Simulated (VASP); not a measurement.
Crystal: Tc.

```
CELL_PARAMETERS angstrom
0.00000 1.95000 1.95000
1.95000 0.00000 1.95000
1.95000 1.95000 0.00000
ATOMIC_POSITIONS crystal
Tc 0.00000 0.00000 0.00000
```

* Program: VASP 6.6.1
* Task: relaxation of cell and atoms
* Functional: PBE
* Potentials or basis: VASP PAW PBE potentials, release 64 (Tc_pv)
* Cutoff: 600 eV
* k mesh: 12 × 12 × 12
* Occupations: fermi-dirac, width 0.05 eV
* Spin: no spin polarisation

At the start: pressure -6.8 GPa; volume 14.83 Å³/atom.

Problem. Where does the relaxation end?

Solution. Over 8 steps the energy falls by 7.5 meV/atom and the volume is 14.48 Å³/atom (-2.4 %); space group Fm-3m (No. 225, to 0.05 Å).

Step by step:
```
step  energy change (eV)  largest force (eV/Å)  pressure (GPa)  volume (Å³)
   1              0.0000                0.0000           -6.81        14.83
   2              0.0600                0.0000           24.05        13.52
   3             -0.0075                0.0000           -0.15        14.49
   4             -0.0075                0.0000           -0.12        14.48
   5             -0.0075                0.0000            0.48        14.46
   6             -0.0075                0.0000            0.16        14.47
   7             -0.0075                0.0000           -0.36        14.50
   8             -0.0075                0.0000           -0.01        14.48
```

Final structure:
```cif
data_structure
_symmetry_space_group_name_H-M 'P 1'
_symmetry_Int_Tables_number 1
_cell_length_a 2.7358
_cell_length_b 2.7358
_cell_length_c 2.7358
_cell_angle_alpha 60.000
_cell_angle_beta 60.000
_cell_angle_gamma 60.000
_cell_volume 14.48
loop_
_atom_site_label
_atom_site_type_symbol
_atom_site_fract_x
_atom_site_fract_y
_atom_site_fract_z
_atom_site_occupancy
Tc1 Tc 0.00000 0.00000 0.00000 1
```
